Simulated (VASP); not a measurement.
Wanted: the native input for a VASP 6.6.1 run.

| Item | Value |
| --- | --- |
| Task | single point |
| Functional | PBEsol |
| Dispersion | D4 |
| Potentials or basis | VASP PAW PBE potentials, release 64 (Gd) |
| Cutoff | 520 eV |
| k mesh | 7 × 7 × 7 |
| Occupations | gaussian, width 0.1 eV |
| Spin | collinear spin, ferromagnetic start |
| Starting moments | [7.0] μB |
| Dipole correction | no |
| Further INCAR settings | ALGO = Normal; EDIFF = 1e-07; NBANDS = 19 |

The structure of Gd lies in POSCAR:

```
Gd
1.0
    0.0000000000      2.5858190900      2.5858190900
    2.5858190900      0.0000000000      2.5858190900
    2.5858190900      2.5858190900      0.0000000000
Gd
1
Direct
    0.0000000000      0.0000000000      0.0000000000
```

This isn't the form of Gd at room conditions, which is hcp.

These files were run (other wordings do the same):

INCAR

```
SYSTEM = Gd
PREC     = Accurate       ! precision mode
ENCUT    = 520            ! plane-wave cutoff, eV
EDIFF    = 1E-7           ! SCF threshold, eV
ISMEAR   = 0              ! smearing method
SIGMA    = 0.1            ! smearing width, eV
LREAL    = .False.        ! projectors in reciprocal space
LASPH    = .True.         ! aspherical terms in the spheres
NELM     = 150            ! most SCF steps
ALGO     = Normal         ! electronic algorithm
ISIF     = 2              ! what is computed and relaxed
LWAVE    = .False.        ! write WAVECAR
LCHARG   = .False.        ! write CHGCAR
ISPIN    = 2              ! spin polarisation
MAGMOM   = 7              ! initial moments
LORBIT   = 11             ! projections on sites
LMAXMIX  = 6              ! l up to which the mixer works
GGA      = PS             ! functional
IVDW     = 13             ! dispersion correction
NBANDS   = 19             ! bands
```

KPOINTS

```
regular mesh
0
Gamma
  7 7 7
  0 0 0
```

Potentials or basis: VASP PAW PBE potentials, release 64 (Gd).

The run is started by

```console
$ cat potpaw_PBE.64/Gd/POTCAR > POTCAR
$ mpirun -np 1 vasp_std > vasp.out
```

Results of the run:

```json
{"Pressure": "-4.7 GPa", "Net moment": "7.32 μB per cell", "Site moments": "Gd +6.88 μB", "Valence electrons inside the program's atomic spheres": "Gd 15.17", "Dispersion energy per atom": "-0.162 eV"}
```

Caveat: the cell stands under tension; the PAW data sets were made with another functional, which shifts forces and pressure a little.

Run time: 2.3 min on 1 thread of Intel Xeon 8259CL (shared host), peak memory 0.19 GiB.
